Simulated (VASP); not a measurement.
Here is a VASP 6.6.1 calculation.

INCAR

```
ALGO     = Fast           # electronic algorithm
EDIFF    = 1E-7           # SCF threshold, eV
ENCUT    = 520            # plane-wave cutoff, eV
GGA      = PE             # functional
ISIF     = 2              # what is computed and relaxed
ISMEAR   = 0              # smearing method
LASPH    = True           # aspherical terms in the spheres
LCHARG   = True           # write CHGCAR
LELF     = True           # ELF
LREAL    = False          # projectors in reciprocal space
LVHAR    = True         
LWAVE    = False          # write WAVECAR
NBANDS   = 12             # bands
NELM     = 60             # most SCF steps
PREC     = Accurate       # precision mode
SIGMA    = 0.15           # smearing width, eV
```

KPOINTS

```
k-points
0
Gamma
  20 20 20
```

File POSCAR:

```
In
1.0
   -1.5611040000      1.5611040000      2.2760340000
    1.5611040000     -1.5611040000      2.2760340000
    1.5611040000      1.5611040000     -2.2760340000
In
1
Direct
    0.0000000000      0.0000000000      0.0000000000
```

Potentials or basis: VASP PAW PBE potentials, release 64 (In_d).

The run is started by

```sh
$ cat potpaw_PBE.64/In_d/POTCAR > POTCAR
$ mpirun -np 1 vasp_std > vasp.out
```

(1) What does it give for the pressure?

## Answers

(1) 13.2 GPa.

Caveat: the cell differs from its parent crystal (strain -0.040 along x and y, -0.080 along z).
